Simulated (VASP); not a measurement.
# AlNi (P4/mmm) in VASP: single point with PBEsol

Aim: the single point of AlNi with PBEsol.

All numbers are computed with VASP 6.6.1; they aren't measurements. Logs are shortened: lines on timing, memory, paths and dates and some standing lists are left out, and cuts for length are marked.

## 1. The cell of the first run

The structure is tetragonal, space group P4/mmm (No. 123). Conventional cell: a = 2.858 Å, b = 2.858 Å, c = 2.869 Å, α = 90.00°, β = 90.00°, γ = 90.00°. Al (site symmetry 4/mmm) has 8 Ni at 2.48 Å and 6 Al at 2.86 to 2.87 Å within 3.3 Å. Ni (site symmetry 4/mmm) has 8 Al at 2.48 Å and 6 Ni at 2.86 to 2.87 Å within 3.3 Å.

## 2. Single point, PBEsol

INCAR reads:

```
PREC     = Accurate       # precision mode
ENCUT    = 520            # plane-wave cutoff, eV
EDIFF    = 1E-6           # SCF threshold, eV
ISMEAR   = 0              # smearing method
SIGMA    = 0.15           # smearing width, eV
LREAL    = False          # projectors in reciprocal space
LASPH    = True           # aspherical terms in the spheres
NELM     = 100            # most SCF steps
ALGO     = Fast           # electronic algorithm
ISIF     = 2              # what is computed and relaxed
LWAVE    = False          # write WAVECAR
LCHARG   = False          # write CHGCAR
GGA      = PS             # functional
NBANDS   = 14             # bands
```

KPOINTS reads:

```
regular mesh
0
Gamma
  16 16 16
```

POSCAR reads:

```
AlNi
1.0
    2.0211996424     -2.0211459319      0.0000000000
    2.0211996424      2.0211459319      0.0000000000
    0.0000000000      0.0000000000      2.8688666979
Al Ni
1 1
Direct
    0.0000000000      0.0000000000      0.0000000000
    0.5000000000      0.5000000000      0.5000000000
```

Potentials or basis: VASP PAW PBE potentials, release 64 (Al, Ni).

Launch:

```
$ cat potpaw_PBE.64/Al/POTCAR potpaw_PBE.64/Ni/POTCAR > POTCAR
$ mpirun -np 1 vasp_std > vasp.out
```

OUTCAR:

```text
PREC = Accurate
   ENCUT = 520
   EDIFF = 1E-6
   ISMEAR = 0
   LREAL = False
   LASPH = True
   NELM = 100
   ISIF = 2
   GGA = PS

 ion  position               nearest neighbor table
   1  0.000  0.000  0.000-   2 2.48   2 2.48   2 2.48   2 2.48   2 2.48   2 2.48   2 2.48   2 2.48

   2  0.500  0.500  0.500-   1 2.48   1 2.48   1 2.48   1 2.48   1 2.48   1 2.48   1 2.48   1 2.48

  LATTYP: Found a base centered orthorhombic cell.
 ALAT       =     4.0422918638
 B/A-ratio  =     1.0000265743
 C/A-ratio  =     0.7097129041

  Lattice vectors:

 A1 = (  -2.0211996424,  -2.0211459319,   0.0000000000)
 A2 = (   2.0211996424,  -2.0211459319,   0.0000000000)
 A3 = (   0.0000000000,   0.0000000000,   2.8688666979)

Analysis of symmetry for initial positions (statically):
=====================================================================
 Subroutine PRICEL returns:
 Original cell was already a primitive cell.

 Routine SETGRP: Setting up the symmetry group for a
 base centered orthorhombic supercell.

 Subroutine GETGRP returns: Found  8 space group operations
 (whereof  8 operations were pure point group operations)
 out of a pool of  8 trial point group operations.

The static configuration has the point symmetry D_2h.

Analysis of symmetry for dynamics (positions and initial velocities):
=====================================================================
 Subroutine PRICEL returns:
 Original cell was already a primitive cell.

 Routine SETGRP: Setting up the symmetry group for a
 base centered orthorhombic supercell.

 Subroutine GETGRP returns: Found  8 space group operations
 (whereof  8 operations were pure point group operations)
 out of a pool of  8 trial point group operations.

The dynamic configuration has the point symmetry D_2h.

 Subroutine INISYM returns: Found  8 space group operations
 (whereof  8 operations are pure point group operations),
 and found     1 'primitive' translations

----------------------------------------------------------------------------------------

                                     Primitive cell

  volume of cell :      23.4394

  direct lattice vectors                    reciprocal lattice vectors
     2.021199642 -2.021145932  0.000000000     0.247377839 -0.247384413  0.000000000
     2.021199642  2.021145932  0.000000000     0.247377839  0.247384413  0.000000000
     0.000000000  0.000000000  2.868866698     0.000000000  0.000000000  0.348569699

  length of vectors
     2.858369968  2.858369968  2.868866698     0.349849744  0.349849744  0.348569699

  position of ions in fractional coordinates (direct lattice)
     0.000000000  0.000000000  0.000000000
     0.500000000  0.500000000  0.500000000

  ion indices of the primitive-cell ions
   primitive index   ion index
                 1           1
                 2           2

----------------------------------------------------------------------------------------

 KPOINTS: regular mesh

Automatic generation of k-mesh.
 Grid dimensions read from file:
 generate k-points for:   16   16   16

 Generating k-lattice:

  Cartesian coordinates                     Fractional coordinates (reciprocal lattice)
     0.015461115 -0.015461526  0.000000000     0.062500000 -0.000000000  0.000000000
     0.015461115  0.015461526  0.000000000    -0.000000000  0.062500000  0.000000000
     0.000000000  0.000000000  0.021785606     0.000000000  0.000000000  0.062500000

  Length of vectors
     0.021865609  0.021865609  0.021785606

  Shift w.r.t. Gamma in fractional coordinates (k-lattice)
     0.000000000  0.000000000  0.000000000

 Subroutine IBZKPT returns following result:
 ===========================================

 Found    657 irreducible k-points:

 Following reciprocal coordinates:
            Coordinates               Weight
  0.000000  0.000000  0.000000      1.000000
  0.062500 -0.000000  0.000000      4.000000
  0.125000 -0.000000  0.000000      4.000000
  0.187500 -0.000000  0.000000      4.000000
  0.250000 -0.000000  0.000000      4.000000
  0.312500  0.000000  0.000000      4.000000
[... 16 lines left out ...]
 -0.125000  0.062500  0.000000      4.000000
 -0.062500  0.062500  0.000000      2.000000
 [... further k-points ...]
   k-points           NKPTS =    657   k-points in BZ     NKDIM =    657   number of bands    NBANDS=     14
   number of dos      NEDOS =    301   number of ions     NIONS =      2
   total plane-waves  NPLWV =  13824
   dimension x,y,z NGX =    24 NGY =   24 NGZ =   24
   dimension x,y,z NGXF=    48 NGYF=   48 NGZF=   48
   ions per type =               1   1
   NGX,Y,Z   is equivalent  to a cutoff of  13.96, 13.96, 13.91 a.u.
   NGXF,Y,Z  is equivalent  to a cutoff of  27.92, 27.92, 27.82 a.u.
 SYSTEM =  unknown system
   PREC   = accura    normal or accurate (medium, high low for compatibility)
   ISTART =      0    job   : 0-new  1-cont  2-samecut
   ICHARG =      2    charge: 1-file 2-atom 10-const
   ISPIN  =      1    spin polarized calculation?
   LNONCOLLINEAR =      F non collinear calculations
   LSORBIT =      F    spin-orbit coupling
   LASPH  =      T    aspherical Exc in radial PAW
   ENCUT  =  520.0 eV  38.22 Ry    6.18 a.u.   5.31  5.31  5.33*2*pi/ulx,y,z
   NELM   =    100;   NELMIN=  2; NELMDL= -5     # of ELM steps
   EDIFF  = 0.1E-05   stopping-criterion for ELM
   LREAL  =      F    real-space projection
   EDIFFG = 0.1E-04   stopping-criterion for IOM
   NSW    =      0    number of steps for IOM
   IBRION =     -1    ionic relax: 0-MD 1-quasi-New 2-CG
   NFREE  =      0    steps in history (QN), initial steepest desc. (CG)
   ISIF   =      2    stress and relaxation
   ISYM   =      2    0-nonsym 1-usesym 2-fastsym
   POTIM  = 0.5000    time-step for ionic-motion
   TEBEG  =    0.0;   TEEND  =   0.0 temperature during run
   PSTRESS=    0.0 pullay stress
   NELECT =      13.0000    total number of electrons
   NUPDOWN=      -1.0000    fix difference up-down
   EMIN   =  10.00;   EMAX   =-10.00  energy-range for DOS
   EFERMI =   0.00;   METHOD = LEGACY
   ISMEAR =     0;   SIGMA  =   0.15  broadening in eV -4-tet -1-fermi 0-gaus
   EFERMI_NEDOS =   21; number of points for ismear=-14 and -15
   IALGO  =     68    algorithm
   IMIX   =      4    mixing-type and parameters
     AMIX     =   0.40;   BMIX     =  1.00
     AMIX_MAG =   1.60;   BMIX_MAG =  1.00
  volume/ion in A,a.u.               =      11.72        79.09
  Fermi-wavevector in a.u.,A,eV,Ry     =   1.345055  2.541786 24.615310  1.809174
  Thomas-Fermi vector in A             =   2.472999
   LORBIT       =      0    0 simple, 1 ext, 2 COOP (PROOUT), +10 PAW based schemes
   GGA     = PS    functional components
   LHFCALC =     F    Hartree Fock is set to
   AEXX    =    0.0000 exact exchange contribution
   IVDW    =     0    specifies the selected vdW correction
   LEPSILON=     F    determine dielectric tensor
   LRPA    =     F    only Hartree local field effects (RPA)
 non-spin polarized calculation
 RMM-DIIS sequential band-by-band and
 Gauss-broadening in eV      SIGMA  =   0.15
  energy-cutoff  :      520.00
  volume of cell :       23.44
 maximum number of plane-waves:       653
 NGX is ok and might be reduce to    24
   NGX = 11   NGY = 11   NGZ = 11

 number of electron      13.0000011 magnetization

 Free energy of the ion-electron system (eV)
  ---------------------------------------------------
  ext. energy  EPLUGINS =         0.00000000
  ---------------------------------------------------
  free energy    TOTEN  =       -11.59123102 eV

  energy without entropy =      -11.58271997  energy(sigma->0) =      -11.58697549

 E-fermi :  10.1663     XC(G=0): -12.2633

 val. band max:       10.1659881300   @ k =   0.1875   0.1875   0.3750
 cond. band min:      10.1676250239   @ k =   0.4375   0.3125   0.5000
 fundamental gap:      0.0016368939
 Fermi energy:        10.1662681337

 k-point     1 :       0.0000    0.0000    0.0000
  band No.  band energies     occupation
      1      -1.1153      2.00000
      2       6.8291      2.00000
      3       6.8326      2.00000
      4       8.5780      2.00000
      5       8.5781      2.00000
      6       8.5891      2.00000
      7      15.6559      0.00000
      8      15.7886      0.00000
      9      15.7888      0.00000
     10      18.3584      0.00000
     11      18.3891      0.00000
     12      24.2530      0.00000
     13      31.2674      0.00000
     14      31.3118      0.00000

 k-point     2 :       0.0625   -0.0000    0.0000
  band No.  band energies     occupation
      1      -1.0421      2.00000
      2       6.8274      2.00000
      3       6.8477      2.00000
      4       8.5451      2.00000
      5       8.5567      2.00000
      6       8.5816      2.00000
      7      14.9807      0.00000
      8      15.7531      0.00000
      9      15.8854      0.00000
     10      18.3690      0.00000
     11      19.1162      0.00000
     12      24.5077      0.00000
     13      30.3909      0.00000
     14      30.4869      0.00000

 k-point     3 :       0.1250   -0.0000    0.0000
  band No.  band energies     occupation
      1      -0.8233      2.00000
      2       6.8008      2.00000
      3       6.8982      2.00000
      4       8.4539      2.00000
      5       8.4672      2.00000
      6       8.5915      2.00000
      7      13.5781      0.00000
      8      16.0375      0.00000
      9      16.1680      0.00000
     10      18.3791      0.00000
     11      20.2655      0.00000
     12      25.3124      0.00000
     13      28.8785      0.00000
     14      28.9818      0.00000
[... 324 lines left out ...]
 k-point    23 :      -0.1250    0.0625    0.0000
  band No.  band energies     occupation
      1      -0.7507      2.00000
      2       6.8177      2.00000
      3       6.8998      2.00000
      4       8.4289      2.00000
      5       8.4560      2.00000
      6       8.5615      2.00000
      7      13.6342      0.00000
      8      15.3683      0.00000
      9      16.1330      0.00000
     10      18.8822      0.00000
     11      20.5971      0.00000
     12      25.4943      0.00000
     13      28.0503      0.00000
     14      28.9172      0.00000

 k-point    24 :      -0.0625    0.0625    0.0000
  band No.  band energies     occupation
      1      -0.9690      2.00000
      2       6.8368      2.00000
      3       6.8529      2.00000
      4       8.5227      2.00000
      5       8.5404      2.00000
      6       8.5571      2.00000
      7      14.9063      0.00000
      8      15.2450      0.00000
      9      15.8499      0.00000
     10      18.7359      0.00000
     11      19.5081      0.00000
     12      24.7433      0.00000
     13      29.5667      0.00000
     14      30.3489      0.00000

 [... further k-points ...]

------------------------ aborting loop because EDIFF is reached ----------------------------------------

  FORCE on cell =-STRESS in cart. coord.  units (eV):
  Direction    XX          YY          ZZ          XY          YZ          ZX
  --------------------------------------------------------------------------------------
  -------------------------------------------------------------------------------------
  Total        0.0050127      0.0060006     -0.0431265      0.0000000      0.0000000      0.0000000
  in kB        0.3426373      0.4101610     -2.9478633      0.0000000      0.0000000      0.0000000
  external PRESSURE =      -0.7316883 kB  Pullay stress =       0.0000000 kB

 VOLUME and BASIS-vectors are now :
 -----------------------------------------------------------------------------
  energy-cutoff  :      520.00
  volume of cell :       23.44
      direct lattice vectors                 reciprocal lattice vectors
     2.021199642 -2.021145932  0.000000000     0.247377839 -0.247384413  0.000000000
     2.021199642  2.021145932  0.000000000     0.247377839  0.247384413  0.000000000
     0.000000000  0.000000000  2.868866698     0.000000000  0.000000000  0.348569699

 POSITION                                       TOTAL-FORCE (eV/Angst)
 -----------------------------------------------------------------------------------
      0.00000      0.00000      0.00000         0.000000      0.000000      0.000000
      2.02120      0.00000      1.43443        -0.000000      0.000000      0.000000
 -----------------------------------------------------------------------------------
    total drift:                                0.000000     -0.000000     -0.000000

  FREE ENERGIE OF THE ION-ELECTRON SYSTEM (eV)
  ---------------------------------------------------
  free  energy   TOTEN  =       -11.5912310167 eV

  energy  without entropy=      -11.5827199715  energy(sigma->0) =      -11.58697549
```

It took 89 s on 1 thread of Intel Xeon Platinum 8559C (Emerald Rapids), shared host; peak memory 0.32 GiB.

Results:

```
Free energy : -11.5912 eV
Pressure    : -0.1 GPa
```

Caveat: the PAW data sets were made with another functional, which shifts forces and pressure a little. Spin polarisation is off, so any magnetic state and its effect on volume and gap are missing.
